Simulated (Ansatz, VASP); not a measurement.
**BaTiO3: VASP beside Ansatz**

File INCAR:

```
SYSTEM = BaTiO3
ALGO     = Normal         ! electronic algorithm
EDIFF    = 1E-6           ! SCF threshold, eV
ENCUT    = 520            ! plane-wave cutoff, eV
GGA      = PE             ! functional
ISIF     = 2              ! what is computed and relaxed
ISMEAR   = 0              ! smearing method
LASPH    = .True.         ! aspherical terms in the spheres
LCHARG   = .False.        ! write CHGCAR
LDAU     = .True.         ! DFT+U
LDAUJ    = 0 0 0        
LDAUL    = -1 2 -1        ! shell
LDAUPRINT= 1            
LDAUTYPE = 2            
LDAUU    = 0 4 0          ! U, eV
LMAXMIX  = 4              ! l up to which the mixer works
LREAL    = .False.        ! projectors in reciprocal space
LWAVE    = .False.        ! write WAVECAR
NBANDS   = 28             ! bands
NELM     = 150            ! most SCF steps
PREC     = Accurate       ! precision mode
SIGMA    = 0.01           ! smearing width, eV
```

KPOINTS

```
k-points
0
Gamma
  6 6 6
  0 0 0
```

File POSCAR:

```
BaTiO3
1.0
    2.8603720851      1.6514365933      2.3460535783
   -2.8603720851      1.6514365933      2.3460535783
    0.0000000000     -3.3028731867      2.3460535783
Ba Ti O
1 1 3
Direct
    0.0026800181      0.0026800181      0.0026800181
    0.5127992509      0.5127992509      0.5127992509
    0.4903227049      0.4903227049      0.9825753212
    0.4903227049      0.9825753212      0.4903227049
    0.9825753212      0.4903227049      0.4903227049
```

Input for Ansatz:

```yaml
crystal:
  lattice:
    - [2.8603720851, 1.6514365933, 2.3460535783]
    - [-2.8603720851, 1.6514365933, 2.3460535783]
    - [0.0, -3.3028731867, 2.3460535783]
  atoms:
    - { symbol: Ba, position: [0.0026800181, 0.0026800181, 0.0026800181] }
    - { symbol: Ti, position: [0.5127992509, 0.5127992509, 0.5127992509] }
    - { symbol: O, position: [0.4903227049, 0.4903227049, 0.9825753212] }
    - { symbol: O, position: [0.4903227049, 0.9825753212, 0.4903227049] }
    - { symbol: O, position: [0.9825753212, 0.4903227049, 0.4903227049] }
basis:
  ecutwfc: 420
kpoints:
  mp_grid: { grid: [6, 6, 6] }
hamiltonian:
  xc: pbe
  hubbard: { sites: [{ species: Ti, l: d, u_eff: 4.0 }] }
scf:
  occupations: { method: gaussian, width: 0.01 }
  n_extra_bands: 20
output:
  eigenvalues: true
  optics: { e_range: [0, 14], sigma: 0.1, nscf_kmesh: { grid: [12, 12, 12] } }
checkpoint:
  read: start.run
  write: ck
  compress: false
  write_wavefunctions: false
  write_every: 100000
```

Alike in both runs: task single point; functional PBE; k mesh 6 × 6 × 6; occupations gaussian, width 0.01 eV; no spin polarisation; Hubbard terms Ti d U = 4.0 eV.

|  | VASP | Ansatz |
| --- | --- | --- |
| version | VASP 6.6.1 | Ansatz 0.2.0 |
| potentials or method | VASP PAW PBE potentials, release 64 (Ba_sv, Ti_sv, O), cutoff 520 eV | scalar-relativistic, plane waves, PAW |
| valence electrons in the cell | 40 | 40 |

|  | VASP | Ansatz | Ansatz less VASP |
| --- | --- | --- | --- |
| gap on the k mesh at the Fermi level (eV) | 2.62 | 2.65 | +0.025 |
| least direct gap on the mesh (eV) | 3.03 | 3.03 | +0.007 |

The programs project onto different local orbitals, so the same U acts differently, and such runs can settle in different states.

Spin-orbit coupling is off throughout.
